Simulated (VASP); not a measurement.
# W (Fm-3m) in VASP: further runs

W is run at these levels: PBEsol; tasks: single point, relaxation of cell and atoms.

All numbers are computed with VASP 6.6.1; they aren't measurements. Logs are shortened: lines on timing, memory, paths and dates and some standing lists are left out, and cuts for length are marked.

## 1. The cell of the first run

It takes space group Fm-3m (No. 225, cubic). The conventional cell has a = 3.924 Å, b = 3.924 Å, c = 3.924 Å, α = 90.00°, β = 90.00°, γ = 90.00°. W (site symmetry m-3m) has 12 W at 2.77 Å within 3.7 Å.

## 2. Single point, PBEsol

INCAR reads:

```
PREC     = Accurate       # precision mode
ENCUT    = 520            # plane-wave cutoff, eV
EDIFF    = 1E-6           # SCF threshold, eV
ISMEAR   = -1             # smearing method
SIGMA    = 0.05           # smearing width, eV
LREAL    = False          # projectors in reciprocal space
LASPH    = True           # aspherical terms in the spheres
NELM     = 100            # most SCF steps
ALGO     = Fast           # electronic algorithm
ISIF     = 2              # what is computed and relaxed
LWAVE    = False          # write WAVECAR
LCHARG   = True           # write CHGCAR
GGA      = PS             # functional
LELF     = True           # ELF
LVHAR    = True         
NBANDS   = 13             # bands
```

KPOINTS reads:

```
Automatic mesh
0
Gamma
  11 11 11
```

POSCAR reads:

```
W
1.0
    0.0000000000      1.9620924756      1.9620924756
    1.9620924756      0.0000000000      1.9620924756
    1.9620924756      1.9620924756      0.0000000000
W
1
Direct
    0.0000000000      0.0000000000      0.0000000000
```

Potentials or basis: VASP PAW PBE potentials, release 64 (W_sv).

Run with:

```bash
> cat potpaw_PBE.64/W_sv/POTCAR > POTCAR
> mpirun -np 1 vasp_std > vasp.out
```

OUTCAR:

```text
PREC = Accurate
   ENCUT = 520
   EDIFF = 1E-6
   ISMEAR = -1
   LREAL = False
   LASPH = True
   NELM = 100
   ISIF = 2
   GGA = PS

 ion  position               nearest neighbor table
   1  0.000  0.000  0.000-

  LATTYP: Found a face centered cubic cell.
 ALAT       =     3.9241849512

  Lattice vectors:

 A1 = (   0.0000000000,   1.9620924756,   1.9620924756)
 A2 = (   1.9620924756,   0.0000000000,   1.9620924756)
 A3 = (   1.9620924756,   1.9620924756,   0.0000000000)

Analysis of symmetry for initial positions (statically):
=====================================================================
 Subroutine PRICEL returns:
 Original cell was already a primitive cell.

 Routine SETGRP: Setting up the symmetry group for a
 face centered cubic supercell.

 Subroutine GETGRP returns: Found 48 space group operations
 (whereof 48 operations were pure point group operations)
 out of a pool of 48 trial point group operations.

The static configuration has the point symmetry O_h .

Analysis of symmetry for dynamics (positions and initial velocities):
=====================================================================
 Subroutine PRICEL returns:
 Original cell was already a primitive cell.

 Routine SETGRP: Setting up the symmetry group for a
 face centered cubic supercell.

 Subroutine GETGRP returns: Found 48 space group operations
 (whereof 48 operations were pure point group operations)
 out of a pool of 48 trial point group operations.

The dynamic configuration has the point symmetry O_h .

 Subroutine INISYM returns: Found 48 space group operations
 (whereof 48 operations are pure point group operations),
 and found     1 'primitive' translations

----------------------------------------------------------------------------------------

                                     Primitive cell

  volume of cell :      15.1074

  direct lattice vectors                    reciprocal lattice vectors
     0.000000000  1.962092476  1.962092476    -0.254829987  0.254829987  0.254829987
     1.962092476  0.000000000  1.962092476     0.254829987 -0.254829987  0.254829987
     1.962092476  1.962092476  0.000000000     0.254829987  0.254829987 -0.254829987

  length of vectors
     2.774817790  2.774817790  2.774817790     0.441378485  0.441378485  0.441378485

  position of ions in fractional coordinates (direct lattice)
     0.000000000  0.000000000  0.000000000

  ion indices of the primitive-cell ions
   primitive index   ion index
                 1           1

----------------------------------------------------------------------------------------

 KPOINTS: Automatic mesh

Automatic generation of k-mesh.
 Grid dimensions read from file:
 generate k-points for:   11   11   11

 Generating k-lattice:

  Cartesian coordinates                     Fractional coordinates (reciprocal lattice)
    -0.023166362  0.023166362  0.023166362     0.090909091  0.000000000  0.000000000
     0.023166362 -0.023166362  0.023166362     0.000000000  0.090909091  0.000000000
     0.023166362  0.023166362 -0.023166362     0.000000000  0.000000000  0.090909091

  Length of vectors
     0.040125317  0.040125317  0.040125317

  Shift w.r.t. Gamma in fractional coordinates (k-lattice)
     0.000000000  0.000000000  0.000000000

 Subroutine IBZKPT returns following result:
 ===========================================

 Found     56 irreducible k-points:

 Following reciprocal coordinates:
            Coordinates               Weight
  0.000000  0.000000  0.000000      1.000000
  0.090909  0.000000  0.000000      8.000000
  0.181818  0.000000  0.000000      8.000000
  0.272727  0.000000  0.000000      8.000000
  0.363636  0.000000  0.000000      8.000000
  0.454545  0.000000  0.000000      8.000000
[... 16 lines left out ...]
 -0.272727  0.181818  0.000000     24.000000
 -0.181818  0.181818  0.000000     12.000000
 [... further k-points ...]
   k-points           NKPTS =     56   k-points in BZ     NKDIM =     56   number of bands    NBANDS=     13
   number of dos      NEDOS =    301   number of ions     NIONS =      1
   total plane-waves  NPLWV =  13824
   dimension x,y,z NGX =    24 NGY =   24 NGZ =   24
   dimension x,y,z NGXF=    48 NGYF=   48 NGZF=   48
   ions per type =               1
   NGX,Y,Z   is equivalent  to a cutoff of  14.38, 14.38, 14.38 a.u.
   NGXF,Y,Z  is equivalent  to a cutoff of  28.76, 28.76, 28.76 a.u.
 SYSTEM =  unknown system
   PREC   = accura    normal or accurate (medium, high low for compatibility)
   ISTART =      0    job   : 0-new  1-cont  2-samecut
   ICHARG =      2    charge: 1-file 2-atom 10-const
   ISPIN  =      1    spin polarized calculation?
   LNONCOLLINEAR =      F non collinear calculations
   LSORBIT =      F    spin-orbit coupling
   LASPH  =      T    aspherical Exc in radial PAW
   ENCUT  =  520.0 eV  38.22 Ry    6.18 a.u.   5.16  5.16  5.16*2*pi/ulx,y,z
   NELM   =    100;   NELMIN=  2; NELMDL= -5     # of ELM steps
[... 53 lines left out ...]
 fundamental gap:      0.0936648614
 Fermi energy:        11.4275490676

 k-point     1 :       0.0000    0.0000    0.0000
  band No.  band energies     occupation
      1     -62.0110      2.00000
      2     -25.5113      2.00000
      3     -25.5113      2.00000
      4     -25.5113      2.00000
      5       2.0587      2.00000
      6      10.8061      1.99999
      7      10.8061      1.99999
      8      10.8061      1.99999
      9      14.3097      0.00000
     10      14.3097      0.00000
     11      24.4148      0.00000
     12      30.0114      0.00000
     13      30.0114      0.00000

 k-point     2 :       0.0909    0.0000    0.0000
  band No.  band energies     occupation
      1     -61.9988      2.00000
      2     -25.6419      2.00000
      3     -25.5276      2.00000
      4     -25.5276      2.00000
      5       2.4565      2.00000
      6      10.5062      2.00000
      7      10.9870      1.99970
      8      10.9870      1.99970
      9      14.1397      0.00000
     10      14.1397      0.00000
     11      25.1999      0.00000
     12      28.6138      0.00000
     13      30.7642      0.00000

 k-point     3 :       0.1818    0.0000    0.0000
  band No.  band energies     occupation
      1     -61.9660      2.00000
      2     -25.9822      2.00000
      3     -25.5708      2.00000
      4     -25.5708      2.00000
      5       3.5068      2.00000
      6       9.9393      2.00000
      7      11.3034      1.84599
      8      11.3034      1.84599
      9      13.9957      0.00000
     10      13.9957      0.00000
     11      25.9515      0.00000
     12      27.8620      0.00000
     13      32.8332      0.00000

 k-point     4 :       0.2727    0.0000    0.0000
  band No.  band energies     occupation
      1     -61.9229      2.00000
      2     -26.4085      2.00000
      3     -25.6267      2.00000
      4     -25.6267      2.00000
      5       4.7045      2.00000
      6       9.8380      2.00000
      7      11.2127      1.97317
      8      11.2127      1.97317
      9      14.6278      0.00000
     10      14.6278      0.00000
     11      24.4576      0.00000
     12      29.4094      0.00000
     13      35.5391      0.00000

 k-point     5 :       0.3636    0.0000    0.0000
  band No.  band energies     occupation
      1     -61.8830      2.00000
      2     -26.7831      2.00000
      3     -25.6775      2.00000
      4     -25.6775      2.00000
      5       5.3192      2.00000
      6      10.8307      1.99999
      7      10.8341      1.99999
      8      10.8341      1.99999
      9      15.8948      0.00000
     10      15.8948      0.00000
     11      23.3597      0.00000
     12      27.2970      0.00000
     13      33.5784      0.00000
[... 257 lines left out ...]
 k-point    22 :      -0.3636    0.1818    0.0000
  band No.  band energies     occupation
      1     -61.8450      2.00000
      2     -26.8107      2.00000
      3     -26.0508      2.00000
      4     -25.7474      2.00000
      5       6.7481      2.00000
      6       9.2786      2.00000
      7      10.5703      2.00000
      8      11.6981      0.00889
      9      15.5478      0.00000
     10      19.0805      0.00000
     11      23.3800      0.00000
     12      27.3521      0.00000
     13      29.8244      0.00000

 k-point    23 :      -0.2727    0.1818    0.0000
  band No.  band energies     occupation
      1     -61.8716      2.00000
      2     -26.6134      2.00000
      3     -26.0044      2.00000
      4     -25.6772      2.00000
      5       6.5511      2.00000
      6       9.4043      2.00000
      7       9.8953      2.00000
      8      11.9411      0.00007
      9      13.9151      0.00000
     10      18.1684      0.00000
     11      25.3766      0.00000
     12      28.3390      0.00000
     13      30.7017      0.00000

 k-point    24 :      -0.1818    0.1818    0.0000
  band No.  band energies     occupation
      1     -61.9083      2.00000
      2     -26.3675      2.00000
      3     -25.8700      2.00000
      4     -25.6115      2.00000
      5       5.4892      2.00000
      6       9.1399      2.00000
      7      10.6910      2.00000
      8      12.4515      0.00000
      9      12.5530      0.00000
     10      16.5308      0.00000
     11      26.4886      0.00000
     12      30.0404      0.00000
     13      31.2640      0.00000

 [... further k-points ...]
[... 5 lines left out ...]
  --------------------------------------------------------------------------------------
  -------------------------------------------------------------------------------------
  Total        1.9778148      1.9778148      1.9778148      0.0000000     -0.0000000      0.0000000
  in kB      209.7528174    209.7528174    209.7528174      0.0000000     -0.0000000      0.0000000
  external PRESSURE =     209.7528174 kB  Pullay stress =       0.0000000 kB

 VOLUME and BASIS-vectors are now :
 -----------------------------------------------------------------------------
  energy-cutoff  :      520.00
  volume of cell :       15.11
      direct lattice vectors                 reciprocal lattice vectors
     0.000000000  1.962092476  1.962092476    -0.254829987  0.254829987  0.254829987
     1.962092476  0.000000000  1.962092476     0.254829987 -0.254829987  0.254829987
     1.962092476  1.962092476  0.000000000     0.254829987  0.254829987 -0.254829987

 POSITION                                       TOTAL-FORCE (eV/Angst)
 -----------------------------------------------------------------------------------
      0.00000      0.00000      0.00000         0.000000      0.000000      0.000000
 -----------------------------------------------------------------------------------
    total drift:                               -0.000000      0.000000      0.000000

  FREE ENERGIE OF THE ION-ELECTRON SYSTEM (eV)
  ---------------------------------------------------
  free  energy   TOTEN  =       -13.2651000799 eV

  energy  without entropy=      -13.2568793684  energy(sigma->0) =      -13.26098972
```

Run time: 6.5 s. Hardware: 1 thread of Intel Xeon 6975P-C (Granite Rapids), shared host; peak memory 0.14 GiB.

Results:

| Item | Value |
| --- | --- |
| Free energy | -13.2651 eV |
| Pressure | 21.0 GPa |
| Band gap on the k mesh | zero (band 7 reaches 14.65 eV, above the bottom of band 8 at 10.81 eV) |

Caveat: the PAW data sets were made with another functional, which shifts forces and pressure a little; spin-orbit coupling is left out, which moves the levels of the heavy elements.

## 3. Relaxation of cell and atoms, PBEsol, target pressure 2 GPa, at which the enthalpy is minimised

This run uses another cell than the first one, of 16.73 Å³/atom, 1.107 times its volume.

INCAR reads:

```
PREC = Accurate ; ENCUT = 600
EDIFF = 1E-6 ; ISMEAR = -1
SIGMA = 0.05 ; LREAL = F
LASPH = T ; NELM = 60
ALGO = Normal ; ISIF = 3
LWAVE = F ; LCHARG = F
GGA = PS ; IBRION = 2
NSW = 60 ; EDIFFG = -0.01
PSTRESS = 20.0
```

KPOINTS reads:

```
regular mesh
0
Gamma
  11 11 11
```

POSCAR reads:

```
W
1.0
    0.0000000000      2.0300000000      2.0300000000
    2.0300000000      0.0000000000      2.0300000000
    2.0300000000      2.0300000000      0.0000000000
W
1
Direct
    0.0000000000      0.0000000000      0.0000000000
```

Potentials or basis: VASP PAW PBE potentials, release 64 (W_sv).

Run with:

```bash
> cat potpaw_PBE.64/W_sv/POTCAR > POTCAR
> mpirun -np 1 vasp_std > vasp.out
```

Wall time 14 s (1 thread of Intel Xeon 6975P-C (Granite Rapids), shared host); peak memory 0.15 GiB.

It converged, with:

| Property | Result |
| --- | --- |
| Free energy | -13.3225 eV |
| Relaxed volume | 15.92 Å³/atom |
| Relaxed cell | a = 2.824 Å, b = 2.824 Å, c = 2.824 Å, α = 60.00°, β = 60.00°, γ = 60.00° |
| Space group after relaxing (to 0.05 Å) | Fm-3m (No. 225) |
| Energy change on relaxing (the enthalpy is what falls) | -27.2 meV/atom |
| Ionic steps | 5 |
| Pressure after relaxing | 2.1 GPa |
| Band gap on the k mesh | zero (band 7 reaches 13.58 eV, above the bottom of band 8 at 10.13 eV) |

The path:
```csv
step,energy change (eV),largest force (eV/Å),pressure (GPa),volume (Å³)
1,0.0000,0.0000,-12.27,16.73
2,0.5470,0.0000,80.06,13.38
3,-0.0278,0.0000,0.70,15.99
4,-0.0274,0.0000,1.79,15.94
5,-0.0272,0.0000,2.07,15.92
```

Final structure:
```cif
data_structure
_symmetry_space_group_name_H-M 'P 1'
_symmetry_Int_Tables_number 1
_cell_length_a 2.8240
_cell_length_b 2.8240
_cell_length_c 2.8240
_cell_angle_alpha 60.000
_cell_angle_beta 60.000
_cell_angle_gamma 60.000
_cell_volume 15.92
loop_
_atom_site_label
_atom_site_type_symbol
_atom_site_fract_x
_atom_site_fract_y
_atom_site_fract_z
_atom_site_occupancy
W1 W 0.00000 0.00000 0.00000 1
```

Levels at points of the mesh, in eV from the Fermi level:
```tsv
k point	band 3	band 4	band 5	band 6	band 7	band 8	band 9	band 10	band 11
(0.00, 0.00, 0.00)	-37.14	-37.14	-9.13	-0.57	-0.57	-0.57	2.68	2.68	12.90
```

Caveat: the cell is relaxed towards a set pressure, so the enthalpy falls and the energy may rise; the PAW data sets were made with another functional, which shifts forces and pressure a little; spin-orbit coupling is left out, which moves the levels of the heavy elements.

## 4. Relaxation of cell and atoms, PBEsol, target pressure 5 GPa, at which the enthalpy is minimised

This run uses another cell than the first one, of 16.73 Å³/atom, 1.107 times its volume.

INCAR reads:

```
PREC = Accurate
ENCUT = 600
EDIFF = 1E-7
ISMEAR = -1
SIGMA = 0.05
LREAL = False
LASPH = True
NELM = 60
ALGO = Normal
ISIF = 3
LWAVE = False
LCHARG = False
GGA = PS
IBRION = 2
NSW = 60
EDIFFG = -0.01
PSTRESS = 50.0
```

KPOINTS reads:

```
Automatic mesh
0
Gamma
  11 11 11
```

POSCAR is that of step 3.

Run with:

```bash
> cat potpaw_PBE.64/W_sv/POTCAR > POTCAR
> mpirun -np 1 vasp_std > vasp.out
```

Wall time 18 s (1 thread of Intel Xeon 6975P-C (Granite Rapids), shared host); peak memory 0.15 GiB.

Results (log left out):

| Quantity | Value |
| --- | --- |
| Free energy | -13.3194 eV |
| Relaxed volume | 15.79 Å³/atom |
| Relaxed cell | a = 2.816 Å, b = 2.816 Å, c = 2.816 Å, α = 60.00°, β = 60.00°, γ = 60.00° |
| Space group after relaxing (to 0.05 Å) | Fm-3m (No. 225) |
| Energy change on relaxing (the enthalpy is what falls) | -24.1 meV/atom |
| Ionic steps | 5 |
| Pressure after relaxing | 5.0 GPa |
| Band gap on the k mesh | zero (band 7 reaches 13.75 eV, above the bottom of band 8 at 10.24 eV) |

Step by step:
```tsv
step	energy change (eV)	largest force (eV/Å)	pressure (GPa)	volume (Å³)
1	0.0000	0.0000	-12.27	16.73
2	0.9280	0.0000	111.10	12.73
3	-0.0265	0.0000	3.02	15.88
4	-0.0247	0.0000	4.62	15.80
5	-0.0241	0.0000	5.00	15.79
```

Final structure:
```yaml
crystal:
  lattice:
    - [0.00000, 1.99102, 1.99102]
    - [1.99102, 0.00000, 1.99102]
    - [1.99102, 1.99102, 0.00000]
  atoms:
    - { symbol: W, position: [0.00000, 0.00000, 0.00000] }
```

Levels at points of the mesh, in eV from the Fermi level:
```
           k point  band 4  band 5  band 6  band 7  band 8  band 9  band 10  band 11
(0.00, 0.00, 0.00)  -37.11   -9.17   -0.58   -0.58   -0.58    2.71     2.71    12.91
```

Caveat: the cell is relaxed towards a set pressure, so the enthalpy falls and the energy may rise; the PAW data sets were made with another functional, which shifts forces and pressure a little; spin-orbit coupling is left out, which moves the levels of the heavy elements.

## 5. Relaxation of cell and atoms, PBEsol, target pressure 10 GPa, at which the enthalpy is minimised

This run uses another cell than the first one, of 16.73 Å³/atom, 1.107 times its volume.

INCAR reads:

```
SYSTEM = W
PREC = Accurate
ENCUT = 600
EDIFF = 1E-6
ISMEAR = -1
SIGMA = 0.05
LREAL = .FALSE.
LASPH = .TRUE.
NELM = 80
ALGO = Normal
ISIF = 3
LWAVE = .FALSE.
LCHARG = .FALSE.
GGA = PS
IBRION = 2
NSW = 60
EDIFFG = -0.01
PSTRESS = 100.0
```

KPOINTS reads:

```
Automatic mesh
0
G
  11 11 11
  0 0 0
```

POSCAR is that of step 4.

Run with:

```bash
> cat potpaw_PBE.64/W_sv/POTCAR > POTCAR
> mpirun -np 1 vasp_std > vasp.out
```

Run time: 20 s. Hardware: 1 thread of Intel Xeon 6975P-C (Granite Rapids), shared host; peak memory 0.15 GiB.

The run converged. Its results:

```yaml
Free_energy: -13.3088 eV
Relaxed_volume: 15.56 Å³/atom
Relaxed_cell: a = 2.802 Å, b = 2.802 Å, c = 2.802 Å, α = 60.00°, β = 60.00°, γ = 60.00°
Space_group_after_relaxing_to_0.05_Å: Fm-3m (No. 225)
Energy_change_on_relaxing_the_enthalpy_is_what_falls: -13.5 meV/atom
Ionic_steps: 5
Pressure_after_relaxing: 10.0 GPa
Band_gap_on_the_k_mesh: zero (band 7 reaches 14.04 eV, above the bottom of band 8 at 10.43 eV)
```

Step by step:
| step | energy change (eV) | largest force (eV/Å) | pressure (GPa) | volume (Å³) |
| --- | --- | --- | --- | --- |
| 1 | 0.0000 | 0.0000 | -12.27 | 16.73 |
| 2 | 1.8268 | 0.0000 | 173.32 | 11.71 |
| 3 | -0.0220 | 0.0000 | 6.33 | 15.72 |
| 4 | -0.0157 | 0.0000 | 9.18 | 15.60 |
| 5 | -0.0135 | 0.0000 | 10.00 | 15.56 |

Final structure:
```cif
data_structure
_symmetry_space_group_name_H-M 'P 1'
_symmetry_Int_Tables_number 1
_cell_length_a 2.8022
_cell_length_b 2.8022
_cell_length_c 2.8022
_cell_angle_alpha 60.000
_cell_angle_beta 60.000
_cell_angle_gamma 60.000
_cell_volume 15.56
loop_
_atom_site_label
_atom_site_type_symbol
_atom_site_fract_x
_atom_site_fract_y
_atom_site_fract_z
_atom_site_occupancy
W1 W 0.00000 0.00000 0.00000 1
```

Levels at points of the mesh, in eV from the Fermi level:
| k point | band 4 | band 5 | band 6 | band 7 | band 8 | band 9 | band 10 | band 11 |
| --- | --- | --- | --- | --- | --- | --- | --- | --- |
| (0.00, 0.00, 0.00) | -37.05 | -9.24 | -0.59 | -0.59 | -0.59 | 2.77 | 2.77 | 12.94 |

Caveat: the cell is relaxed towards a set pressure, so the enthalpy falls and the energy may rise; the PAW data sets were made with another functional, which shifts forces and pressure a little; spin-orbit coupling is left out, which moves the levels of the heavy elements.

## 6. The runs side by side

```tsv
task	cell	cutoff (eV)	gap on the mesh (eV)	pressure (GPa)
single point	a = 2.775 Å, angles 60.0°, 1 atom	520	none	21.0
relaxation of cell and atoms	relaxed to 2 GPa from a = 2.871 Å, angles 60.0°, 1 atom	600	none	2.1
relaxation of cell and atoms	relaxed to 5 GPa from a = 2.871 Å, angles 60.0°, 1 atom	600	none	5.0
relaxation of cell and atoms	relaxed to 10 GPa from a = 2.871 Å, angles 60.0°, 1 atom	600	none	10.0
```

Alike in all rows: level PBEsol; potentials or basis VASP PAW PBE potentials, release 64 (W_sv); no spin polarisation; k mesh 11 × 11 × 11; smearing fermi-dirac 0.05 eV.

Caveats: the PAW data sets were made with another functional, which shifts forces and pressure a little; spin-orbit coupling is left out, which moves the levels of the heavy elements; the cell is relaxed towards a set pressure, so the enthalpy falls and the energy may rise (some runs).

Total energies depend on the potentials used, so only differences within one code and one set of settings carry meaning.
